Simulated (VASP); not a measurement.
BeP:

```
CELL_PARAMETERS angstrom
4.31090 0.00000 0.00000
-2.15545 3.73335 0.00000
0.00000 0.00000 5.86666
ATOMIC_POSITIONS crystal
Be 0.34078 0.69562 0.16667
Be 0.35484 0.65922 0.50000
Be 0.30438 0.64516 0.83333
P 0.66667 0.83969 0.28432
P 0.17303 0.33333 0.61765
P 0.16031 0.82697 0.95099
```

The cell was built from a structure type or drawn by symmetry, and may not be a known phase.

| Quantity | Value |
| --- | --- |
| Program | VASP 6.6.1 |
| Task | relaxation of cell and atoms |
| Functional | PBE |
| Potentials or basis | VASP PAW PBE potentials, release 64 (Be, P) |
| Cutoff | 600 eV |
| k mesh | 6 × 6 × 4 |
| Occupations | gaussian, width 0.1 eV |
| Spin | no spin polarisation |

At the start: pressure 74.9 GPa; volume 15.74 Å³/atom.

Task: How do energy, volume and symmetry change on relaxing?

Result: Over 42 steps the energy falls by 3890.2 meV/atom and the volume is 13.96 Å³/atom (-11.3 %); space group P3_2 (No. 145, to 0.1 Å) before and after.

The path:
| step | energy change (eV) | largest force (eV/Å) | pressure (GPa) | volume (Å³) |
| --- | --- | --- | --- | --- |
| 1 | 0.0000 | 26.2817 | 74.86 | 94.42 |
| 3 | -10.8295 | 0.5639 | -9.06 | 223.02 |
| 5 | -16.2406 | 0.5747 | -9.39 | 145.57 |
| 7 | -16.9553 | 2.2883 | -2.85 | 120.32 |
| 9 | -18.3803 | 0.2682 | -6.56 | 110.88 |
| 11 | -18.5373 | 0.6011 | -5.18 | 106.48 |
| 13 | -18.9989 | 3.8133 | 54.62 | 61.71 |
| 15 | -21.7712 | 1.5549 | 13.48 | 73.89 |
| 17 | -22.0118 | 1.5133 | 15.74 | 72.86 |
| 19 | -22.7497 | 0.5112 | -4.60 | 87.06 |
| 21 | -22.7776 | 0.5787 | -2.11 | 84.42 |
| 23 | -22.8746 | 0.3395 | 0.58 | 82.63 |
| 25 | -22.9966 | 0.4496 | 0.41 | 83.03 |
| 27 | -23.1246 | 0.7650 | -2.41 | 84.54 |
| 29 | -23.2041 | 0.6228 | -1.23 | 83.91 |
| 31 | -23.2940 | 0.3040 | -0.18 | 82.63 |
| 33 | -23.3119 | 0.1183 | -0.04 | 82.75 |
| 35 | -23.3209 | 0.1099 | 0.39 | 82.78 |
| 37 | -23.3263 | 0.1090 | -0.72 | 84.04 |
| 39 | -23.3352 | 0.0648 | -0.24 | 83.83 |
| 41 | -23.3378 | 0.0817 | 0.18 | 83.64 |
| 42 | -23.3409 | 0.0399 | -0.19 | 83.76 |

Final structure:
```xyz
6
Lattice="3.6836 0.0000 0.0000 -1.8418 3.1901 0.0000 0.0000 0.0000 7.1281" Properties=species:S:1:pos:R:3 pbc="T T T"
Be   -0.3843    1.7444    1.6464
Be   -0.1389    2.6508    4.0224
Be    0.5233    1.9850    6.3985
P     1.4683    2.8163    1.5683
P    -0.1370    0.5104    3.9444
P    -1.3314    3.0536    6.3204
```

Caveat: a cell axis changed by over 15 % at a fixed basis, so the end point is rough.
